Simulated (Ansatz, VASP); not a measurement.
This is a calculation of CuO for Ansatz 0.2.0.

input.yaml

```yaml
crystal:
  lattice:
    - [1.990968, -2.15355, 0.0]
    - [1.990968, 2.15355, 0.0]
    - [0.0, 0.0, 5.155928]
  atoms:
    - { symbol: Cu, position: [0.5, 0.0, 0.0] }
    - { symbol: Cu, position: [0.0, 0.5, 0.5] }
    - { symbol: O, position: [0.5, 0.5, 0.25] }
    - { symbol: O, position: [0.5, 0.5, 0.75] }
kpoints:
  mp_grid: { grid: [7, 7, 4] }
scf:
  occupations: { method: fermi_dirac, width: 0.05 }
hamiltonian:
  xc: pbesol
  pseudopotentials: { kind: all_electron, lapw: { basis_error: 0.002 } }
output:
  forces: true
  stress: true
relax:
  f_tol: 0.02
  max_steps: 60
  cell: {}
```

Potentials or basis: all-electron LAPW, scalar-relativistic.

The run is started by

```console
$ ansatz run input.yaml --threads 2 --pin off --max-ram 6144MiB --backend cpu --events-out ev --progress --plain --runs-dir out
```

Task: Set up the same calculation for VASP 6.6.1. Potentials there: VASP PAW PBE potentials, release 64 (Cu, O).

Result: As run (the cutoff follows the program's own potentials):

File INCAR:

```
SYSTEM = CuO
PREC = Accurate ; ENCUT = 600
EDIFF = 1E-7 ; ISMEAR = -1
SIGMA = 0.05 ; LREAL = .False.
LASPH = .True. ; NELM = 80
ALGO = Normal ; ISIF = 3
LWAVE = .False. ; LCHARG = .False.
GGA = PS ; IBRION = 2
NSW = 80 ; EDIFFG = -0.02
```

File KPOINTS:

```
Automatic mesh
0
Gamma
  7 7 4
  0 0 0
```

Contents of POSCAR:

```
CuO
1.0
    1.9909680000     -2.1535500000      0.0000000000
    1.9909680000      2.1535500000      0.0000000000
    0.0000000000      0.0000000000      5.1559280000
Cu O
2 2
Direct
    0.5000000000      0.0000000000      0.0000000000
    0.0000000000      0.5000000000      0.5000000000
    0.5000000000      0.5000000000      0.2500000000
    0.5000000000      0.5000000000      0.7500000000
```

Potentials or basis: VASP PAW PBE potentials, release 64 (Cu, O).

Launch:

```sh
$ cat potpaw_PBE.64/Cu/POTCAR potpaw_PBE.64/O/POTCAR > POTCAR
$ mpirun -np 1 vasp_std > vasp.out
```

Both were run:

|  | VASP | Ansatz | Ansatz less VASP |
| --- | --- | --- | --- |
| relaxed volume (Å³/atom) | 10.71 | 10.66 | -0.045 |
| relaxed cell length with the largest relative difference (Å) | 2.898 | 2.893 | -0.0043 |

VASP's potentials were made for PBE, not for PBEsol. Ansatz ran all-electron here, and VASP with PAW potentials.

Noted on Ansatz's run: the k mesh is thin for a metal, which can move the energy by tens of meV per atom.
